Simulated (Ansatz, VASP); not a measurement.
Two plane-wave programs on Cr

Contents of POSCAR:

```
Cr
1.0
    4.2609846073      0.0000000000      0.0000000000
   -2.1304923037      3.6901209151      0.0000000000
    0.0000000000      0.0000000000      2.2991025282
Cr
3
Direct
    0.0000000000      1.0000000000      0.0000000000
    0.3333333333      0.6666666667      0.5000000000
    0.6666666667      0.3333333333      0.5000000000
```

File INCAR.step1:

```
ALGO = Normal ; EDIFF = 1E-4
ENCUT = 520 ; GGA = PE
ISMEAR = -1 ; LASPH = True
LCHARG = False ; LREAL = False
LWAVE = True ; NBANDS = 25
NELM = 80 ; PREC = Accurate
SIGMA = 0.1
```

File INCAR.step2:

```
ALGO = Normal ; EDIFF = 1E-6
ENCUT = 520 ; ISIF = 2
ISMEAR = -1 ; ISTART = 1
LASPH = True ; LCHARG = False
LMIXTAU = True ; LREAL = False
LWAVE = False ; METAGGA = R2SCAN
NBANDS = 25 ; NELM = 80
PREC = Accurate ; SIGMA = 0.1
```

Contents of KPOINTS:

```
k-points
0
Gamma
  10 10 15
```

Input for Ansatz:

```yaml
crystal:
  lattice:
    - [4.2609846073, 0.0, 0.0]
    - [-2.1304923037, 3.6901209151, 0.0]
    - [0.0, 0.0, 2.2991025282]
  atoms:
    - { symbol: Cr, position: [0.0, 1.0, 0.0] }
    - { symbol: Cr, position: [0.3333333333, 0.6666666667, 0.5] }
    - { symbol: Cr, position: [0.6666666667, 0.3333333333, 0.5] }
hamiltonian:
  xc: r2scan
  pseudopotentials:
    kind: paw
    azcp:
      Cr: "pseudopotentials/Cr.paw.azcp"
basis:
  ecutwfc: 500
  fft_grid_basis: typed
kpoints:
  mp_grid: { grid: [10, 10, 15], shift: [0, 0, 0] }
magnetization:
  spin_polarized: false
scf:
  occupations: { method: fermi_dirac, width: 0.1 }
  lower_state_search: "off"
output:
  stress: true
```

Alike in both runs: task single point; functional r2SCAN; k mesh 10 × 10 × 15; occupations fermi-dirac, width 0.1 eV; no spin polarisation.

|  | VASP | Ansatz |
| --- | --- | --- |
| version | VASP 6.6.1 | Ansatz 0.2.0 |
| potentials or method | VASP PAW PBE potentials, release 64 (Cr_pv), cutoff 520 eV | plane waves (500 eV) with PAW, scalar-relativistic |
| valence electrons in the cell | 36 | 42 |

|  | VASP | Ansatz | Ansatz less VASP |
| --- | --- | --- | --- |
| pressure (GPa) | -8.4 | -9.1 | -0.69 |
| traceless stress, the component that is largest in VASP (GPa) | 0.56 | 0.25 | -0.311 |

VASP's potentials were made for PBE, not for r2SCAN. VASP's potentials hold 36 valence electrons a cell and Ansatz's 42, so a difference there can come from the potentials and not from the codes.
